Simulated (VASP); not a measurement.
# Ti in VASP: a series of runs

Runs on Ti. Level: PBE. Tasks: single point.

Program: VASP 6.6.1. These are calculated values, not measurements. Logs are shortened: lines on timing, memory, paths and dates and some standing lists are left out, and cuts for length are marked.

## 1. The cell of the first run

It takes space group I4/mmm (No. 139, tetragonal). The conventional cell has a = 2.849 Å, b = 2.849 Å, c = 4.236 Å, α = 90.00°, β = 90.00°, γ = 90.00°. Within 3.8 Å of Ti (site symmetry 4/mmm) lie 12 Ti at 2.85 to 2.92 Å.

## 2. Single point, PBE (biaxial strain in the a-b plane: -2.0 %, then relaxed in part)

Contents of INCAR:

```
ALGO = Fast ; EDIFF = 1E-7
ENCUT = 520 ; GGA = PE
ISIF = 2 ; ISMEAR = 0
LASPH = T ; LCHARG = F
LREAL = F ; LWAVE = F
NBANDS = 19 ; NELM = 100
PREC = Accurate ; SIGMA = 0.1
```

Contents of KPOINTS:

```
k-points
0
Gamma
  18 18 12
```

Contents of POSCAR:

```
Ti
1.0
    2.0148971722      2.0148971722      0.0000000000
   -2.0148971722      2.0148971722      0.0000000000
    0.0000000000      0.0000000000      4.2358165646
Ti
2
Direct
    0.0000000000      0.0000000000      0.0000000000
    0.5000000000      0.5000000000      0.5000000000
```

Potentials or basis: VASP PAW PBE potentials, release 64 (Ti_sv).

The run is started by

```console
> cat potpaw_PBE.64/Ti_sv/POTCAR > POTCAR
> mpirun -np 1 vasp_std > vasp.out
```

OUTCAR:

```text
EDIFF = 1E-7
   ENCUT = 520
   GGA = PE
   ISIF = 2
   ISMEAR = 0
   LASPH = T
   LREAL = F
   NELM = 100
   PREC = Accurate

 ion  position               nearest neighbor table
   1  0.000  0.000  0.000-
   2  0.500  0.500  0.500-

  LATTYP: Found a simple tetragonal cell.
 ALAT       =     2.8494949077
 C/A-ratio  =     1.4865148743

  Lattice vectors:

 A1 = (   2.0148971722,   2.0148971722,   0.0000000000)
 A2 = (  -2.0148971722,   2.0148971722,   0.0000000000)
 A3 = (   0.0000000000,   0.0000000000,   4.2358165646)

Analysis of symmetry for initial positions (statically):
=====================================================================
 Subroutine PRICEL returns following result:

  LATTYP: Found a body centered tetragonal cell.
 ALAT       =     2.8494949077
 C/A-ratio  =     1.4865148743

  Lattice vectors:

 A1 = (   2.0148971722,   0.0000000000,  -2.1179082823)
 A2 = (  -2.0148971722,   0.0000000000,  -2.1179082823)
 A3 = (   0.0000000000,   2.0148971722,   2.1179082823)

   2 primitive cells build up your supercell.

 Routine SETGRP: Setting up the symmetry group for a
 simple tetragonal supercell.

 Subroutine GETGRP returns: Found 16 space group operations
 (whereof 16 operations were pure point group operations)
 out of a pool of 16 trial point group operations.

The static configuration has the point symmetry D_4h.

Analysis of symmetry for dynamics (positions and initial velocities):
=====================================================================
 Subroutine PRICEL returns following result:

  LATTYP: Found a body centered tetragonal cell.
 ALAT       =     2.8494949077
 C/A-ratio  =     1.4865148743

  Lattice vectors:

 A1 = (   2.0148971722,   0.0000000000,  -2.1179082823)
 A2 = (  -2.0148971722,   0.0000000000,  -2.1179082823)
 A3 = (   0.0000000000,   2.0148971722,   2.1179082823)

   2 primitive cells build up your supercell.

 Routine SETGRP: Setting up the symmetry group for a
 simple tetragonal supercell.

 Subroutine GETGRP returns: Found 16 space group operations
 (whereof 16 operations were pure point group operations)
 out of a pool of 16 trial point group operations.

The dynamic configuration has the point symmetry D_4h.

 Subroutine INISYM returns: Found 16 space group operations
 (whereof 16 operations are pure point group operations),
 and found     2 'primitive' translations

----------------------------------------------------------------------------------------

                                     Primitive cell

  volume of cell :      17.1966

  direct lattice vectors                    reciprocal lattice vectors
     2.014897172  0.000000000 -2.117908282     0.248151621  0.248151621 -0.236081989
    -2.014897172  0.000000000 -2.117908282    -0.248151621  0.248151621 -0.236081989
     0.000000000  2.014897172  2.117908282     0.000000000  0.496303243  0.000000000

  length of vectors
     2.923242396  2.923242396  2.923242396     0.422957634  0.422957634  0.496303243

  position of ions in fractional coordinates (direct lattice)
     0.000000000  0.000000000  0.000000000

  ion indices of the primitive-cell ions
   primitive index   ion index
                 1           1

----------------------------------------------------------------------------------------

 KPOINTS: k-points

Automatic generation of k-mesh.
 Grid dimensions read from file:
 generate k-points for:   18   18   12

 Generating k-lattice:

  Cartesian coordinates                     Fractional coordinates (reciprocal lattice)
     0.013786201  0.013786201  0.000000000     0.055555556  0.000000000  0.000000000
    -0.013786201  0.013786201  0.000000000     0.000000000  0.055555556  0.000000000
     0.000000000  0.000000000  0.019673499     0.000000000  0.000000000  0.083333333

  Length of vectors
     0.019496633  0.019496633  0.019673499

  Shift w.r.t. Gamma in fractional coordinates (k-lattice)
     0.000000000  0.000000000  0.000000000

 Subroutine IBZKPT returns following result:
 ===========================================

 Found    385 irreducible k-points:

 Following reciprocal coordinates:
            Coordinates               Weight
  0.000000  0.000000  0.000000      1.000000
  0.055556  0.000000  0.000000      4.000000
  0.111111  0.000000  0.000000      4.000000
  0.166667  0.000000  0.000000      4.000000
  0.222222  0.000000  0.000000      4.000000
  0.277778  0.000000  0.000000      4.000000
[... 16 lines left out ...]
  0.277778  0.111111  0.000000      8.000000
  0.333333  0.111111  0.000000      8.000000
 [... further k-points ...]
   k-points           NKPTS =    385   k-points in BZ     NKDIM =    385   number of bands    NBANDS=     19
   number of dos      NEDOS =    301   number of ions     NIONS =      2
   total plane-waves  NPLWV =  18432
   dimension x,y,z NGX =    24 NGY =   24 NGZ =   32
   dimension x,y,z NGXF=    48 NGYF=   48 NGZF=   64
   ions per type =               2
   NGX,Y,Z   is equivalent  to a cutoff of  14.00, 14.00, 12.56 a.u.
   NGXF,Y,Z  is equivalent  to a cutoff of  28.00, 28.00, 25.12 a.u.
 SYSTEM =  unknown system
   PREC   = accura    normal or accurate (medium, high low for compatibility)
   ISTART =      0    job   : 0-new  1-cont  2-samecut
   ICHARG =      2    charge: 1-file 2-atom 10-const
   ISPIN  =      1    spin polarized calculation?
   LNONCOLLINEAR =      F non collinear calculations
   LSORBIT =      F    spin-orbit coupling
   LASPH  =      T    aspherical Exc in radial PAW
   ENCUT  =  520.0 eV  38.22 Ry    6.18 a.u.   5.30  5.30  7.88*2*pi/ulx,y,z
   NELM   =    100;   NELMIN=  2; NELMDL= -5     # of ELM steps
   EDIFF  = 0.1E-06   stopping-criterion for ELM
   LREAL  =      F    real-space projection
   EDIFFG = 0.1E-05   stopping-criterion for IOM
   NSW    =      0    number of steps for IOM
   IBRION =     -1    ionic relax: 0-MD 1-quasi-New 2-CG
   NFREE  =      0    steps in history (QN), initial steepest desc. (CG)
   ISIF   =      2    stress and relaxation
   ISYM   =      2    0-nonsym 1-usesym 2-fastsym
   POTIM  = 0.5000    time-step for ionic-motion
   TEBEG  =    0.0;   TEEND  =   0.0 temperature during run
   PSTRESS=    0.0 pullay stress
   NELECT =      24.0000    total number of electrons
   NUPDOWN=      -1.0000    fix difference up-down
   EMIN   =  10.00;   EMAX   =-10.00  energy-range for DOS
   EFERMI =   0.00;   METHOD = LEGACY
   ISMEAR =     0;   SIGMA  =   0.10  broadening in eV -4-tet -1-fermi 0-gaus
   EFERMI_NEDOS =   21; number of points for ismear=-14 and -15
   IALGO  =     68    algorithm
   IMIX   =      4    mixing-type and parameters
     AMIX     =   0.40;   BMIX     =  1.00
     AMIX_MAG =   1.60;   BMIX_MAG =  1.00
  volume/ion in A,a.u.               =      17.20       116.05
  Fermi-wavevector in a.u.,A,eV,Ry     =   1.452070  2.744015 28.687990  2.108508
  Thomas-Fermi vector in A             =   2.569495
   LORBIT       =      0    0 simple, 1 ext, 2 COOP (PROOUT), +10 PAW based schemes
   GGA     = PE    functional components
   LHFCALC =     F    Hartree Fock is set to
   AEXX    =    0.0000 exact exchange contribution
   IVDW    =     0    specifies the selected vdW correction
   LEPSILON=     F    determine dielectric tensor
   LRPA    =     F    only Hartree local field effects (RPA)
 non-spin polarized calculation
 RMM-DIIS sequential band-by-band and
 Gauss-broadening in eV      SIGMA  =   0.10
  energy-cutoff  :      520.00
  volume of cell :       34.39
 maximum number of plane-waves:       960
 NGX is ok and might be reduce to    24
   NGX = 11   NGY = 11   NGZ = 15

 number of electron      23.9999995 magnetization

 Free energy of the ion-electron system (eV)
  ---------------------------------------------------
  ext. energy  EPLUGINS =         0.00000000
  ---------------------------------------------------
  free energy    TOTEN  =       -15.55657293 eV

  energy without entropy =      -15.53781937  energy(sigma->0) =      -15.54719615

 E-fermi :   8.3205     XC(G=0): -11.5454

 val. band max:        8.3197734177   @ k =   0.3333   0.0556   0.4167
 cond. band min:       8.3227772855   @ k =   0.4444   0.3333   0.4167
 fundamental gap:      0.0030038679
 Fermi energy:         8.3204686422

 k-point     1 :       0.0000    0.0000    0.0000
  band No.  band energies     occupation
      1     -48.3685      2.00000
      2     -48.2169      2.00000
      3     -24.8534      2.00000
      4     -24.4183      2.00000
      5     -24.4183      2.00000
      6     -24.2225      2.00000
[... 11 lines left out ...]
     18      11.9591      0.00000
     19      12.2012      0.00000

 k-point     2 :       0.0556    0.0000    0.0000
  band No.  band energies     occupation
      1     -48.3658      2.00000
      2     -48.2165      2.00000
      3     -24.8473      2.00000
      4     -24.4299      2.00000
      5     -24.4156      2.00000
      6     -24.2270      2.00000
[... 11 lines left out ...]
     18      11.8914      0.00000
     19      12.1826      0.00000

 k-point     3 :       0.1111    0.0000    0.0000
  band No.  band energies     occupation
      1     -48.3580      2.00000
      2     -48.2154      2.00000
      3     -24.8293      2.00000
      4     -24.4633      2.00000
      5     -24.4077      2.00000
      6     -24.2703      2.00000
[... 11 lines left out ...]
     18      11.7041      0.00000
     19      12.1259      0.00000

 k-point     4 :       0.1667    0.0000    0.0000
  band No.  band energies     occupation
      1     -48.3457      2.00000
      2     -48.2141      2.00000
      3     -24.8004      2.00000
      4     -24.5136      2.00000
      5     -24.3952      2.00000
      6     -24.3366      2.00000
[... 407 lines left out ...]
     18      11.0147      0.00000
     19      12.0407      0.00000

 k-point    23 :       0.2778    0.1111    0.0000
  band No.  band energies     occupation
      1     -48.3027      2.00000
      2     -48.2106      2.00000
      3     -24.6976      2.00000
      4     -24.6342      2.00000
      5     -24.5150      2.00000
      6     -24.3974      2.00000
[... 11 lines left out ...]
     18      11.2018      0.00000
     19      11.8919      0.00000

 k-point    24 :       0.3333    0.1111    0.0000
  band No.  band energies     occupation
      1     -48.2842      2.00000
      2     -48.2124      2.00000
      3     -24.6897      2.00000
      4     -24.6478      2.00000
      5     -24.5974      2.00000
      6     -24.3771      2.00000
[... 11 lines left out ...]
     18      11.5431      0.00000
     19      11.7056      0.00000

 [... further k-points ...]
[... 5 lines left out ...]
  --------------------------------------------------------------------------------------
  -------------------------------------------------------------------------------------
  Total        0.3115564      0.3115564     -0.0652154      0.0000000      0.0000000      0.0000000
  in kB       14.5135722     14.5135722     -3.0379986      0.0000000      0.0000000      0.0000000
  external PRESSURE =       8.6630486 kB  Pullay stress =       0.0000000 kB

 VOLUME and BASIS-vectors are now :
 -----------------------------------------------------------------------------
  energy-cutoff  :      520.00
  volume of cell :       34.39
      direct lattice vectors                 reciprocal lattice vectors
     2.014897172  2.014897172  0.000000000     0.248151621  0.248151621  0.000000000
    -2.014897172  2.014897172  0.000000000    -0.248151621  0.248151621  0.000000000
     0.000000000  0.000000000  4.235816565     0.000000000  0.000000000  0.236081989

 POSITION                                       TOTAL-FORCE (eV/Angst)
 -----------------------------------------------------------------------------------
      0.00000      0.00000      0.00000         0.000000     -0.000000     -0.000000
      0.00000      2.01490      2.11791         0.000000      0.000000      0.000000
 -----------------------------------------------------------------------------------
    total drift:                               -0.000000      0.000000     -0.000000

  FREE ENERGIE OF THE ION-ELECTRON SYSTEM (eV)
  ---------------------------------------------------
  free  energy   TOTEN  =       -15.5565729335 eV

  energy  without entropy=      -15.5378193678  energy(sigma->0) =      -15.54719615
```

Run time: 15 min. Hardware: 1 thread of AMD EPYC 7R13, shared host; peak memory 0.29 GiB.

What came out:

- Free energy: -15.5566 eV
- Pressure: 0.9 GPa
- Band gap on the k mesh: zero (bands 12 and 13 overlap by 1.29 eV)

Levels at points of the mesh, in eV from the Fermi level:
```tsv
k point	band 8	band 9	band 10	band 11	band 12	band 13	band 14	band 15	band 16	band 17
(0.00, 0.00, 0.00)	-32.53	-6.11	-2.62	-1.66	0.62	1.03	1.03	2.29	2.29	2.76
(0.50, 0.00, 0.00)	-32.60	-2.01	-2.01	-0.51	-0.51	-0.02	-0.02	1.79	1.79	2.52
(0.50, 0.50, 0.00)	-32.76	-2.59	-2.59	-1.75	-1.75	3.21	3.21	3.59	3.59	3.74
(0.00, 0.00, 0.50)	-32.64	-3.93	-3.93	-0.65	-0.65	0.93	0.93	2.17	2.17	2.17
(0.50, 0.00, 0.50)	-32.60	-2.60	-2.60	0.56	0.56	0.67	0.67	0.99	0.99	3.53
(0.50, 0.50, 0.50)	-32.77	-1.65	-1.65	-0.33	-0.33	-0.33	-0.33	2.08	2.08	4.06
```

Caveat: the cell differs from its parent crystal (biaxial strain in the a-b plane: -2.0 %, then relaxed in part).

[end of part 1 of 2]

The gap in the log of VASP goes by the Fermi energy; the results here count the filled bands.